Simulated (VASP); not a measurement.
# Co (P6_3/mmc) in VASP: further runs

Runs on Co. Level: PBEsol. Tasks: single point.

Everything below comes from runs of VASP 6.6.1. Logs are shortened: lines on timing, memory, paths and dates and some standing lists are left out, and cuts for length are marked.

## 1. The cell of the first run

Symmetry: P6_3/mmc, No. 194, hexagonal system. The conventional cell has a = 2.382 Å, b = 2.382 Å, c = 3.491 Å, α = 90.00°, β = 90.00°, γ = 120.00°. Within 2.9 Å of Co (site symmetry -6m2) lie 12 Co at 2.22 to 2.38 Å.

## 2. Single point, PBEsol, collinear spin, ferromagnetic start

INCAR reads:

```
SYSTEM = Co
PREC = Accurate
ENCUT = 520
EDIFF = 1E-7
ISMEAR = 0
SIGMA = 0.15
LREAL = .False.
LASPH = .True.
NELM = 150
ALGO = Normal
ISIF = 2
LWAVE = .False.
LCHARG = .True.
ISPIN = 2
MAGMOM = 1.79 1.79
LORBIT = 11
LMAXMIX = 4
GGA = PS
LELF = .True.
LVHAR = .True.
NBANDS = 20
```

KPOINTS reads:

```
Automatic mesh
0
Gamma
  21 21 12
  0 0 0
```

POSCAR reads:

```
Co
1.0
    2.3819000000      0.0000000000      0.0000000000
   -1.1909500000      2.0627859093      0.0000000000
    0.0000000000      0.0000000000      3.4913000000
Co
2
Direct
    0.3333333333      0.6666666667      0.2500000000
    0.6666666667      0.3333333333      0.7500000000
```

Potentials or basis: VASP PAW PBE potentials, release 64 (Co).

On the command line:

```console
$ cat potpaw_PBE.64/Co/POTCAR > POTCAR
$ mpirun -np 1 vasp_std > vasp.out
```

OUTCAR:

```text
SYSTEM = Co
   PREC = Accurate
   ENCUT = 520
   EDIFF = 1E-7
   ISMEAR = 0
   LREAL = .False.
   LASPH = .True.
   NELM = 150
   ISIF = 2
   ISPIN = 2
   LORBIT = 11
   GGA = PS

 ion  position               nearest neighbor table
   1  0.333  0.667  0.250-   2 2.22   2 2.22   2 2.22   2 2.22   2 2.22   2 2.22
   2  0.667  0.333  0.750-   1 2.22   1 2.22   1 2.22   1 2.22   1 2.22   1 2.22

  LATTYP: Found a hexagonal cell.
 ALAT       =     2.3819000000
 C/A-ratio  =     1.4657626265

  Lattice vectors:

 A1 = (   2.3819000000,   0.0000000000,   0.0000000000)
 A2 = (  -1.1909500000,   2.0627859093,   0.0000000000)
 A3 = (   0.0000000000,   0.0000000000,   3.4913000000)

Analysis of symmetry for initial positions (statically):
=====================================================================
 Subroutine PRICEL returns:
 Original cell was already a primitive cell.

 Routine SETGRP: Setting up the symmetry group for a
 hexagonal supercell.

 Subroutine GETGRP returns: Found 24 space group operations
 (whereof 12 operations were pure point group operations)
 out of a pool of 24 trial point group operations.

The static configuration has the point symmetry D_3d.
 The point group associated with its full space group is D_6h.

Analysis of symmetry for dynamics (positions and initial velocities):
=====================================================================
 Subroutine PRICEL returns:
 Original cell was already a primitive cell.

 Routine SETGRP: Setting up the symmetry group for a
 hexagonal supercell.

 Subroutine GETGRP returns: Found 24 space group operations
 (whereof 12 operations were pure point group operations)
 out of a pool of 24 trial point group operations.

The dynamic configuration has the point symmetry D_3d.
 The point group associated with its full space group is D_6h.

Analysis of structural, dynamic, and magnetic symmetry:
=====================================================================
 Subroutine PRICEL returns:
 Original cell was already a primitive cell.

 Routine SETGRP: Setting up the symmetry group for a
 hexagonal supercell.

 Subroutine GETGRP returns: Found 24 space group operations
 (whereof 12 operations were pure point group operations)
 out of a pool of 24 trial point group operations.

The overall configuration has the point symmetry D_3d.
 The point group associated with its full space group is D_6h.

 Subroutine INISYM returns: Found 24 space group operations
 (whereof 12 operations are pure point group operations),
 and found     1 'primitive' translations

----------------------------------------------------------------------------------------
[... 113 lines left out ...]
     AMIX_MAG =   1.60;   BMIX_MAG =  1.00
  volume/ion in A,a.u.               =       8.58        57.88
  Fermi-wavevector in a.u.,A,eV,Ry     =   1.663581  3.143713 37.654164  2.767503
  Thomas-Fermi vector in A             =   2.750274
   LORBIT       =     11    0 simple, 1 ext, 2 COOP (PROOUT), +10 PAW based schemes
   GGA     = PS    functional components
   LHFCALC =     F    Hartree Fock is set to
   AEXX    =    0.0000 exact exchange contribution
   IVDW    =     0    specifies the selected vdW correction
   LEPSILON=     F    determine dielectric tensor
   LRPA    =     F    only Hartree local field effects (RPA)
 spin polarized calculation
 Gauss-broadening in eV      SIGMA  =   0.15
  energy-cutoff  :      520.00
  volume of cell :       17.15
 maximum number of plane-waves:       480
 NGX is ok and might be reduce to    18
   NGX =  9   NGY =  9   NGZ = 13

 number of electron      18.0000002 magnetization       2.1907583

 Free energy of the ion-electron system (eV)
  ---------------------------------------------------
  ext. energy  EPLUGINS =         0.00000000
  ---------------------------------------------------
  free energy    TOTEN  =       -14.68407979 eV

  energy without entropy =      -14.65318673  energy(sigma->0) =      -14.66863326

 E-fermi :  13.9216     XC(G=0): -15.0283

 val. band max:       13.9214076930   @ k =   0.3333   0.0476   0.3333
 cond. band min:      13.9238213589   @ k =   0.2381   0.0952   0.0833
 fundamental gap:      0.0024136659
 Fermi energy:        13.9216352459

 spin component 1

 k-point     1 :       0.0000    0.0000    0.0000
  band No.  band energies     occupation
      1       3.4420      1.00000
      2       7.4054      1.00000
      3      10.9040      1.00000
      4      10.9040      1.00000
      5      11.4979      1.00000
      6      11.4979      1.00000
[... 541 lines left out ...]
     19      41.8627      0.00000
     20      44.5657      0.00000

 [... further k-points ...]

 spin component 2

 k-point     1 :       0.0000    0.0000    0.0000
  band No.  band energies     occupation
      1       3.5165      1.00000
      2       8.1621      1.00000
      3      12.0428      1.00000
      4      12.0429      1.00000
      5      12.5489      1.00000
      6      12.5489      1.00000
[... 541 lines left out ...]
     19      42.0544      0.00000
     20      44.9890      0.00000

 [... further k-points ...]
[... 5 lines left out ...]
  --------------------------------------------------------------------------------------
  -------------------------------------------------------------------------------------
  Total        5.7697110      5.7697110     10.4427105     -0.0000000      0.0000000     -0.0000000
  in kB      538.8895908    538.8895908    975.3465976     -0.0000000      0.0000000     -0.0000000
  external PRESSURE =     684.3752598 kB  Pullay stress =       0.0000000 kB

 VOLUME and BASIS-vectors are now :
 -----------------------------------------------------------------------------
  energy-cutoff  :      520.00
  volume of cell :       17.15
      direct lattice vectors                 reciprocal lattice vectors
     2.381900000  0.000000000  0.000000000     0.419832907  0.242390642  0.000000000
    -1.190950000  2.062785909  0.000000000     0.000000000  0.484781283  0.000000000
     0.000000000  0.000000000  3.491300000     0.000000000  0.000000000  0.286426260

 POSITION                                       TOTAL-FORCE (eV/Angst)
 -----------------------------------------------------------------------------------
     -0.00000      1.37519      0.87282        -0.000000      0.000000      0.000000
      1.19095      0.68760      2.61848         0.000000     -0.000000      0.000000
 -----------------------------------------------------------------------------------
    total drift:                                0.000000     -0.000000     -0.000000

  FREE ENERGIE OF THE ION-ELECTRON SYSTEM (eV)
  ---------------------------------------------------
  free  energy   TOTEN  =       -14.6840797854 eV

  energy  without entropy=      -14.6531867294  energy(sigma->0) =      -14.66863326

 total charge

# of ion       s       p       d       tot
------------------------------------------
    1        0.605   0.770   7.491   8.866
    2        0.605   0.770   7.491   8.866
--------------------------------------------------
tot          1.210   1.540  14.981  17.732

 magnetization (x)

# of ion       s       p       d       tot
------------------------------------------
    1       -0.013  -0.042   1.129   1.075
    2       -0.013  -0.042   1.129   1.075
--------------------------------------------------
tot         -0.026  -0.084   2.259   2.149
```

Wall time 4.1 min (1 thread of Intel Xeon Platinum 8488C (Sapphire Rapids), shared host); peak memory 0.26 GiB.

What came out:

```yaml
Free_energy: -14.6841 eV
Pressure: 68.4 GPa
Net_moment: 2.19 μB per cell
Site_moments: Co +1.07 μB
Valence_electrons_inside_the_program's_atomic_spheres: Co 8.87
```

Stress tensor (GPa, compression positive):
```
53.89  0.00  0.00
 0.00 53.89  0.00
 0.00  0.00 97.53
```

Levels at points of the mesh, in eV from the Fermi level:
Spin up:
```
           k point  band 6  band 7  band 8  band 9  band 10  band 11  band 12  band 13  band 14  band 15
(0.00, 0.00, 0.00)   -2.42   -2.36   -2.36   -2.35    -0.28    -0.28     1.21    10.35    22.42    26.81
(0.00, 0.00, 0.50)   -3.31   -3.00   -3.00   -0.66    -0.66    -0.66    -0.66    20.37    20.37    23.83
```
Spin down:
```tsv
k point	band 4	band 5	band 6	band 7	band 8	band 9	band 10	band 11	band 12	band 13
(0.00, 0.00, 0.00)	-1.88	-1.37	-1.37	-1.16	-1.16	-1.09	0.88	0.88	1.27	11.11
(0.00, 0.00, 0.50)	-2.22	-2.22	-2.22	-1.98	-1.98	0.53	0.53	0.53	0.53	20.62
```

Caveat: the PAW data sets were made with another functional, which shifts forces and pressure a little.

(Continued in part 2 of 3.)
